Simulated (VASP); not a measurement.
**MgO: single point with r2SCAN**

Crystal: MgO.

```xyz
4
Lattice="3.4864 0.0000 0.0000 -1.7432 3.0193 0.0000 0.0000 0.0000 4.1780" Properties=species:S:1:pos:R:3 pbc="T T T"
Mg    1.7432    1.0064    3.1335
Mg    0.0000    2.0129    1.0445
O     1.7432    1.0064    0.8945
O     0.0000    2.0129    3.1335
```

This cell differs from its parent crystal: atom 3 (O) moved by (+0.000, -0.150) A along [1 1 0] and z.

```
Program                : VASP 6.6.1
Task                   : single point
Functional             : r2SCAN
Potentials or basis    : VASP PAW PBE potentials, release 64 (Mg, O)
Cutoff                 : 520 eV
k mesh                 : 6 × 6 × 6
Occupations            : methfessel-paxton, width 0.02 eV
Spin                   : no spin polarisation
Dipole correction      : no
Further INCAR settings : ALGO = Normal; EDIFF = 1e-06; NBANDS = 16
```

| Item | Value |
| --- | --- |
| Pressure | 0.5 GPa |
| Largest force | 1.920 eV/Å |
| Band gap on the k mesh | 4.09 eV |

Forces on the atoms (eV/Å):
```
Mg   0.000  0.000 -0.585
Mg   0.000  0.000 -0.370
O    0.000  0.000  1.920
O    0.000  0.000 -0.965
```

Stress tensor (GPa, compression positive):
```
-0.72  0.00  0.00
 0.00 -0.72  0.00
 0.00  0.00  2.93
```

Levels at points of the mesh, in eV from the valence-band top:
| k point | band 5 | band 6 | band 7 | band 8 | band 9 | band 10 | band 11 | band 12 |
| --- | --- | --- | --- | --- | --- | --- | --- | --- |
| (0.00, 0.00, 0.00) | -1.73 | -0.77 | -0.77 | 0.00 | 4.09 | 10.45 | 13.07 | 13.49 |
| (0.50, 0.00, 0.00) | -2.35 | -1.86 | -1.25 | -0.47 | 7.65 | 9.92 | 10.57 | 13.43 |
| (0.00, 0.00, 0.50) | -1.39 | -1.39 | -1.15 | -1.15 | 6.97 | 7.32 | 13.85 | 13.85 |
| (0.50, 0.00, 0.50) | -1.71 | -1.32 | -0.84 | -0.72 | 7.73 | 8.35 | 12.27 | 13.63 |

Run time: 46 s on 1 thread of Intel(R) Xeon(R) 6975P-C (Granite Rapids), with other jobs on the host, peak memory 0.18 GiB.

Caveat: the cell differs from its parent crystal (atom 3 (O) moved by (+0.000, -0.150) A along [1 1 0] and z); the PAW data sets were made with another functional, which shifts forces and pressure a little.
